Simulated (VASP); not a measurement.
Crystal: Be.

```
Be
1.0
     2.64717    0.00000    0.00000
     0.00000    2.64717    0.00000
     0.00000    0.00000    2.44238
Be
2
Cartesian
  1.3236 0.0000 1.1451
  0.0000 1.3236 1.2973
```

| Item | Value |
| --- | --- |
| Program | VASP 6.6.1 |
| Task | relaxation of cell and atoms |
| Functional | PBE |
| Potentials or basis | VASP PAW PBE potentials, release 64 (Be) |
| Cutoff | 600 eV |
| k mesh | 6 × 6 × 8 |
| Occupations | gaussian, width 0.1 eV |
| Spin | no spin polarisation |

At the start: pressure 24.2 GPa; volume 8.56 Å³/atom.

Q: Where does the relaxation end?

A: Over 42 steps the energy falls by 968.7 meV/atom and the volume is 7.88 Å³/atom (-8.0 %); space group I4/mmm (No. 139, to 0.05 Å).

Step by step:
| step | energy change (eV) | largest force (eV/Å) | pressure (GPa) | volume (Å³) |
| --- | --- | --- | --- | --- |
| 1 | 0.0000 | 0.8715 | 24.19 | 17.11 |
| 3 | -0.3124 | 0.8691 | -2.00 | 21.02 |
| 5 | -0.7830 | 1.3863 | -11.43 | 21.57 |
| 7 | -1.2806 | 0.0706 | -22.59 | 22.19 |
| 9 | -1.4113 | 0.7063 | -17.76 | 20.63 |
| 11 | -1.6122 | 0.6259 | -15.27 | 19.21 |
| 13 | -1.6332 | 1.4802 | 24.29 | 13.62 |
| 15 | -1.8727 | 0.0676 | -0.04 | 15.78 |
| 17 | -1.8730 | 0.0095 | -0.55 | 15.86 |
| 19 | -1.8738 | 0.1647 | 0.36 | 15.76 |
| 21 | -1.8740 | 0.1229 | 0.18 | 15.78 |
| 23 | -1.8756 | 0.1674 | 0.40 | 15.75 |
| 25 | -1.8817 | 0.3469 | 1.29 | 15.61 |
| 27 | -1.8848 | 0.3551 | 1.41 | 15.59 |
| 29 | -1.9095 | 0.4280 | 2.20 | 15.49 |
| 31 | -1.9218 | 0.4550 | 3.25 | 15.36 |
| 33 | -1.9345 | 0.2212 | 1.10 | 15.59 |
| 35 | -1.9311 | 0.1407 | -2.17 | 16.01 |
| 37 | -1.9363 | 0.0554 | -1.38 | 15.90 |
| 39 | -1.9369 | 0.0142 | -1.01 | 15.85 |
| 41 | -1.9371 | 0.0316 | -0.62 | 15.80 |
| 42 | -1.9373 | 0.0171 | -0.26 | 15.75 |

Final structure:
```cif
data_structure
_symmetry_space_group_name_H-M 'P 1'
_symmetry_Int_Tables_number 1
_cell_length_a 2.2502
_cell_length_b 2.2502
_cell_length_c 3.1108
_cell_angle_alpha 90.000
_cell_angle_beta 90.000
_cell_angle_gamma 90.000
_cell_volume 15.75
loop_
_atom_site_label
_atom_site_type_symbol
_atom_site_fract_x
_atom_site_fract_y
_atom_site_fract_z
_atom_site_occupancy
Be1 Be 0.50000 0.00000 0.25045 1
Be2 Be 0.00000 0.50000 0.74955 1
```

Caveat: the k points lie up to 0.47 Å⁻¹ apart in the final cell.
